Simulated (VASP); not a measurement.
# Si2B3 (P-3m1) in VASP: notebook, part 2 of 2

VASP 6.6.1.

**4. Single point, PBE**

This run uses another cell than the first one, of 9.45 Å³/atom, 0.995 times its volume.

INCAR reads:

```
SYSTEM = Si2B3
ALGO = Normal ; EDIFF = 1E-6
ENCUT = 500 ; GGA = PE
GGA_COMPAT = .FALSE. ; ISIF = 2
ISMEAR = 0 ; LASPH = .TRUE.
LCHARG = .FALSE. ; LREAL = .FALSE.
LWAVE = .FALSE. ; NBANDS = 16
NELM = 120 ; PREC = Accurate
SIGMA = 0.1
```

KPOINTS reads:

```
k-points
0
G
  12 12 6
  0 0 0
```

POSCAR reads:

```
Si2B3
1.0
    3.0708092472      0.0000000000      0.0000000000
   -1.5354046236      2.6593988183      0.0000000000
    0.0000000000      0.0000000000      5.7861005064
Si B
2 3
Direct
    0.6666666667      0.3333333333      0.8107657715
    0.3333333333      0.6666666667      0.1892342285
    0.0000000000      0.0000000000      0.0000000000
    0.3333333333      0.6666666667      0.5288136195
    0.6666666667      0.3333333333      0.4711863805
```

Potentials or basis: VASP PAW PBE potentials, release 64 (Si, B).

The run is started by

```
cat potpaw_PBE.64/Si/POTCAR potpaw_PBE.64/B/POTCAR > POTCAR
mpirun -np 1 vasp_std > vasp.out
```

OUTCAR:

```text
SYSTEM = Si2B3
   EDIFF = 1E-6
   ENCUT = 500
   GGA = PE
   ISIF = 2
   ISMEAR = 0
   LASPH = .TRUE.
   LREAL = .FALSE.
   NELM = 120
   PREC = Accurate

 ion  position               nearest neighbor table
   1  0.667  0.333  0.811-   5 1.96   3 2.08   3 2.08   3 2.08   4 2.41   4 2.41   4 2.41   2 2.82
                             2 2.82   2 2.82
   2  0.333  0.667  0.189-   4 1.96   3 2.08   3 2.08   3 2.08   5 2.41   5 2.41   5 2.41   1 2.82
                             1 2.82   1 2.82
   3  0.000  0.000  0.000-   1 2.08   2 2.08   1 2.08   2 2.08   1 2.08   2 2.08
   4  0.333  0.667  0.529-   5 1.80   5 1.80   5 1.80   2 1.96   1 2.41   1 2.41   1 2.41
   5  0.667  0.333  0.471-   4 1.80   4 1.80   4 1.80   1 1.96   2 2.41   2 2.41   2 2.41

  LATTYP: Found a hexagonal cell.
 ALAT       =     3.0708092472
 C/A-ratio  =     1.8842266128

  Lattice vectors:

 A1 = (   3.0708092472,   0.0000000000,   0.0000000000)
 A2 = (  -1.5354046236,   2.6593988183,   0.0000000000)
 A3 = (   0.0000000000,   0.0000000000,   5.7861005064)

Analysis of symmetry for initial positions (statically):
[... 178 lines left out ...]
  energy without entropy =      -29.42737035  energy(sigma->0) =      -29.43065674

 E-fermi :   9.1225     XC(G=0): -11.6774

 val. band max:        9.0839018997   @ k =   0.4167   0.0000   0.5000
 cond. band min:       9.1338137136   @ k =   0.3333   0.0833   0.5000
 fundamental gap:      0.0499118138
 Fermi energy:         9.1224942934

 k-point     1 :       0.0000    0.0000    0.0000
  band No.  band energies     occupation
      1      -6.3163      2.00000
      2      -2.6959      2.00000
      3      -2.0201      2.00000
      4       6.8686      2.00000
      5       8.4775      2.00000
      6       8.4775      2.00000
[... 433 lines left out ...]
      3      -0.4598      2.00000
      4       5.6826      2.00000
      5       6.3905      2.00000
      6       7.3503      2.00000
[... 8 lines left out ...]
     15      15.8472      0.00000
     16      17.1553      0.00000

 [... further k-points ...]
[... 5 lines left out ...]
  --------------------------------------------------------------------------------------
  -------------------------------------------------------------------------------------
  Total       -0.0033716     -0.0033716     -0.0357695      0.0000000      0.0000000     -0.0000000
  in kB       -0.1143219     -0.1143219     -1.2128349      0.0000000      0.0000000     -0.0000000
  external PRESSURE =      -0.4804929 kB  Pullay stress =       0.0000000 kB

 VOLUME and BASIS-vectors are now :
 -----------------------------------------------------------------------------
  energy-cutoff  :      500.00
  volume of cell :       47.25
      direct lattice vectors                 reciprocal lattice vectors
     3.070809247  0.000000000  0.000000000     0.325647059  0.188012417  0.000000000
    -1.535404624  2.659398818  0.000000000     0.000000000  0.376024834  0.000000000
     0.000000000  0.000000000  5.786100506     0.000000000  0.000000000  0.172827969

 POSITION                                       TOTAL-FORCE (eV/Angst)
 -----------------------------------------------------------------------------------
      1.53540      0.88647      4.69117        -0.000000     -0.000000     -0.005970
     -0.00000      1.77293      1.09493         0.000000      0.000000      0.005970
      0.00000      0.00000      0.00000         0.000000     -0.000000      0.000000
     -0.00000      1.77293      3.05977         0.000000     -0.000000     -0.004105
      1.53540      0.88647      2.72633        -0.000000     -0.000000      0.004105
 -----------------------------------------------------------------------------------
    total drift:                               -0.000000     -0.000000     -0.000000

  FREE ENERGIE OF THE ION-ELECTRON SYSTEM (eV)
  ---------------------------------------------------
  free  energy   TOTEN  =       -29.4339431303 eV

  energy  without entropy=      -29.4273703502  energy(sigma->0) =      -29.43065674
```

stdout:

```text
POSCAR found type information on POSCAR SiB
 POSCAR found :  2 types and       5 ions
 scaLAPACK will be used
 LDA part: xc-table for (Slater+PW92), standard interpolation
 POSCAR, INCAR and KPOINTS ok, starting setup
 FFT: planning ... GRIDC
 FFT: planning ... GRID_SOFT
 FFT: planning ... GRID
 WAVECAR not read
 entering main loop
```

Run time: 23 s. Hardware: 1 thread of Intel Xeon 6975P-C (Granite Rapids), shared host; peak memory 0.19 GiB.

Results:

| Property | Result |
| --- | --- |
| Free energy | -29.4339 eV |
| Pressure | 0.0 GPa |
| Largest force | 0.006 eV/Å |

Forces in eV/Å, atoms in the order of the input:
```
Si   0.000  0.000 -0.006
Si   0.000  0.000  0.006
B    0.000  0.000  0.000
B    0.000  0.000 -0.004
B    0.000  0.000  0.004
```

Stress tensor (GPa, compression positive):
```
-0.01  0.00  0.00
 0.00 -0.01  0.00
 0.00  0.00 -0.12
```

Levels at points of the mesh, in eV from the Fermi level:
```tsv
k point	band 5	band 6	band 7	band 8	band 9	band 10	band 11	band 12
(0.00, 0.00, 0.00)	-0.64	-0.64	0.39	0.39	1.97	4.84	4.84	5.85
(0.50, 0.00, 0.00)	-6.24	-5.85	-3.63	-1.52	0.82	1.26	3.02	3.38
(0.00, 0.00, 0.50)	-0.59	-0.59	0.47	0.47	3.94	3.94	5.55	5.58
(0.50, 0.00, 0.50)	-4.06	-3.06	-2.62	-2.56	-1.76	-0.59	2.27	3.22
```

**5. Single point, PBE**

This run uses another cell than the first one: it holds 10 atoms, not 5.

INCAR reads:

```
ALGO = Normal
EDIFF = 1E-6
ENCUT = 500
GGA = PE
GGA_COMPAT = False
ISIF = 2
ISMEAR = 0
LASPH = True
LCHARG = True
LELF = True
LREAL = False
LVHAR = True
LWAVE = False
NBANDS = 28
NELM = 120
PREC = Accurate
SIGMA = 0.2
```

KPOINTS reads:

```
k-points
0
Gamma
  8 4 4
```

POSCAR reads:

```
Si2B3
1.0
    3.0708092472      0.0000000000      0.0000000000
    0.0000000000      5.3187976366      0.0000000000
    0.0000000000      0.0000000000      5.7861005064
Si B
4 6
Direct
    0.5000000000      0.1666666667      0.8107657715
    1.0000000000      0.6666666667      0.8107657715
    1.0000000000      0.3333333333      0.1892342285
    0.5000000000      0.8333333333      0.1892342285
    0.5000000000      0.5000000000      0.0000000000
    0.0000000000      0.0000000000      0.0000000000
    1.0000000000      0.3333333333      0.5288136195
    0.5000000000      0.8333333333      0.5288136195
    0.5000000000      0.1666666667      0.4711863805
    1.0000000000      0.6666666667      0.4711863805
```

Potentials or basis: VASP PAW PBE potentials, release 64 (Si, B).

The run is started by

```
cat potpaw_PBE.64/Si/POTCAR potpaw_PBE.64/B/POTCAR > POTCAR
mpirun -np 1 vasp_std > vasp.out
```

OUTCAR:

```text
EDIFF = 1E-6
   ENCUT = 500
   GGA = PE
   ISIF = 2
   ISMEAR = 0
   LASPH = True
   LREAL = False
   NELM = 120
   PREC = Accurate

 ion  position               nearest neighbor table
   1  0.500  0.167  0.811-   9 1.96   5 2.08   6 2.08   6 2.08   7 2.41   7 2.41   8 2.41   3 2.82
                             3 2.82   4 2.82   2 3.07   2 3.07   2 3.07   2 3.07
   2  0.000  0.667  0.811-  10 1.96   6 2.08   5 2.08   5 2.08   8 2.41   8 2.41   7 2.41   4 2.82
                             4 2.82   3 2.82   1 3.07   1 3.07   1 3.07   1 3.07
   3  0.000  0.333  0.189-   7 1.96   6 2.08   5 2.08   5 2.08   9 2.41   9 2.41  10 2.41   1 2.82
[... 985 lines left out ...]
  external PRESSURE =      -2.2198102 kB  Pullay stress =       0.0000000 kB

 VOLUME and BASIS-vectors are now :
 -----------------------------------------------------------------------------
  energy-cutoff  :      500.00
  volume of cell :       94.50
      direct lattice vectors                 reciprocal lattice vectors
     3.070809247  0.000000000  0.000000000     0.325647059  0.000000000  0.000000000
     0.000000000  5.318797637  0.000000000     0.000000000  0.188012417  0.000000000
     0.000000000  0.000000000  5.786100506     0.000000000  0.000000000  0.172827969

 POSITION                                       TOTAL-FORCE (eV/Angst)
 -----------------------------------------------------------------------------------
      1.53540      0.88647      4.69117        -0.000000     -0.009109      0.024293
      0.00000      3.54587      4.69117        -0.000000     -0.009109      0.024293
      0.00000      1.77293      1.09493         0.000000      0.009109     -0.024293
      1.53540      4.43233      1.09493         0.000000      0.009109     -0.024293
      1.53540      2.65940      0.00000         0.000000     -0.000000      0.000000
      0.00000      0.00000      0.00000         0.000000     -0.000000      0.000000
      0.00000      1.77293      3.05977         0.000000      0.071915     -0.047071
      1.53540      4.43233      3.05977        -0.000000      0.071915     -0.047071
      1.53540      0.88647      2.72633         0.000000     -0.071915      0.047071
      0.00000      3.54587      2.72633         0.000000     -0.071915      0.047071
 -----------------------------------------------------------------------------------
    total drift:                                0.000000      0.000000     -0.000000

  FREE ENERGIE OF THE ION-ELECTRON SYSTEM (eV)
  ---------------------------------------------------
  free  energy   TOTEN  =       -58.8885428361 eV

  energy  without entropy=      -58.8517259159  energy(sigma->0) =      -58.87013438
```

Run time: 45 s. Hardware: 1 thread of Intel Xeon 6975P-C (Granite Rapids), shared host; peak memory 0.24 GiB.

Results:

```yaml
Free_energy: -58.8885 eV
Pressure: -0.2 GPa
Largest_force: 0.086 eV/Å
Band_gap_on_the_k_mesh: zero (band 17 reaches 11.16 eV, above the bottom of band 18 at 6.35 eV)
```

Forces on the atoms (eV/Å):
```
Si   0.000 -0.009  0.024
Si   0.000 -0.009  0.024
Si   0.000  0.009 -0.024
Si   0.000  0.009 -0.024
B    0.000  0.000  0.000
B    0.000  0.000  0.000
B    0.000  0.072 -0.047
B    0.000  0.072 -0.047
B    0.000 -0.072  0.047
B    0.000 -0.072  0.047
```

Stress tensor (GPa, compression positive):
```
 0.18  0.00  0.00
 0.00 -0.34 -1.11
 0.00 -1.11 -0.51
```

Levels at points of the mesh, in eV from the Fermi level:
```csv
k point,band 15,band 16,band 17,band 18,band 19,band 20
"(0.00, 0.00, 0.00)",0.39,0.39,0.82,1.26,1.97,3.02
"(0.50, 0.00, 0.00)",-2.80,-2.80,-2.77,-2.77,3.07,3.07
"(0.00, 0.50, 0.00)",-0.61,-0.61,0.51,0.51,2.54,2.54
"(0.50, 0.50, 0.00)",-1.52,-1.52,0.82,0.82,1.26,1.26
"(0.00, 0.00, 0.50)",-0.60,-0.59,0.48,0.48,2.27,3.21
"(0.50, 0.00, 0.50)",-3.16,-3.16,-0.34,-0.34,1.22,1.22
"(0.00, 0.50, 0.50)",-1.51,-1.51,1.39,1.39,2.78,2.78
"(0.50, 0.50, 0.50)",-2.56,-2.56,-1.76,-1.76,-0.60,-0.60
```

**6. Summary**

```csv
cell,k mesh,smearing,gap on the mesh (eV),pressure (GPa),largest force (eV/Å)
"a = 3.084, b = 3.084, c = 5.766 Å, angles 90.0, 90.0, 120.0°, 5 atoms",5 × 5 × 3,gaussian 0.2 eV,none,0.0,0.01
"a = 3.405, b = 3.405, c = 4.950 Å, angles 90.0, 90.0, 120.0°, 5 atoms",5 × 5 × 4,gaussian 0.2 eV,none,0.1,0.01
"a = 3.071, b = 3.071, c = 5.786 Å, angles 90.0, 90.0, 120.0°, 5 atoms",12 × 12 × 6,gaussian 0.1 eV,none,0.0,0.01
"a = 3.071, b = 5.319, c = 5.786 Å, 10 atoms",8 × 4 × 4,gaussian 0.2 eV,none,-0.2,0.09
```

Alike in all rows: task single point; level PBE; potentials or basis VASP PAW PBE potentials, release 64 (Si, B); no spin polarisation; cutoff (eV) 500.

Caveats: some runs use coarse meshes.

Total energies depend on the potentials used, so only differences within one code and one set of settings carry meaning.
